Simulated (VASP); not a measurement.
# CuSb: single point with r2SCAN

The system is CuSb.

```
CELL_PARAMETERS angstrom
0.00000 2.69127 2.69127
2.69127 0.00000 2.69127
2.69127 2.69127 0.00000
ATOMIC_POSITIONS crystal
Cu 0.50000 0.50000 0.50000
Sb 0.00000 0.00000 0.00000
```

```json
{
 "Program": "VASP 6.6.1",
 "Task": "single point",
 "Functional": "r2SCAN",
 "Potentials or basis": "VASP PAW PBE potentials, release 64 (Cu, Sb)",
 "Cutoff": "520 eV",
 "k mesh": "12 × 12 × 12",
 "Occupations": "gaussian, width 0.05 eV",
 "Spin": "no spin polarisation"
}
```

| Item | Value |
| --- | --- |
| Pressure | 0.1 GPa |
| Band gap on the k mesh | zero (band 8 reaches 10.55 eV, above the bottom of band 9 at 5.38 eV) |

Levels at points of the mesh, in eV from the Fermi level:
```csv
k point,band 4,band 5,band 6,band 7,band 8,band 9,band 10,band 11,band 12,band 13
"(0.00, 0.00, 0.00)",-3.42,-3.39,-3.39,1.76,1.76,1.76,6.31,8.76,8.76,8.76
"(0.50, 0.00, 0.00)",-4.05,-3.18,-3.18,-2.93,2.66,2.66,5.28,5.29,5.29,8.02
"(0.50, 0.50, 0.00)",-3.26,-3.09,-3.09,-2.53,-1.59,-1.59,0.68,5.05,14.22,14.23
```

Run time: 110 s on 1 thread of Intel(R) Xeon(R) Platinum 8488C (Sapphire Rapids), with other jobs on the host, peak memory 0.19 GiB.

Caveat: the PAW data sets were made with another functional, which shifts forces and pressure a little; spin-orbit coupling is left out, which moves the levels of the heavy elements.
